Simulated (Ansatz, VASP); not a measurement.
# One calculation of TiAl3, two programs

```
Ti Al
1.0
     3.92396    0.00000    0.00000
     0.00000    3.92396    0.00000
     0.00000    0.00000    3.92396
Ti Al
1 3
Direct
  0.00000 0.00000 0.00000
  0.50000 0.50000 0.00000
  0.50000 0.00000 0.50000
  0.00000 0.50000 0.50000
```

Alike in both runs: functional PBE; dispersion D3(BJ); k mesh 10 × 10 × 10; occupations gaussian, width 0.1 eV; no spin polarisation.

Ansatz relaxed the structure, and its values are those at the end. VASP's run is a single point on that final structure, the one shown.

```csv
,VASP,Ansatz
version,VASP 6.6.1,Ansatz 0.2.0
potentials or method,"VASP PAW PBE potentials, release 64 (Ti_sv, Al), cutoff 520 eV","scalar-relativistic, plane waves, PAW"
valence electrons in the cell,21,21
```

```csv
,VASP,Ansatz,Ansatz less VASP
gap on the k mesh at the Fermi level (eV),none,none,-
pressure (GPa),-0.1,0.0,+0.08
```

A gap of «none» marks a metal or a gap that the smearing closes.
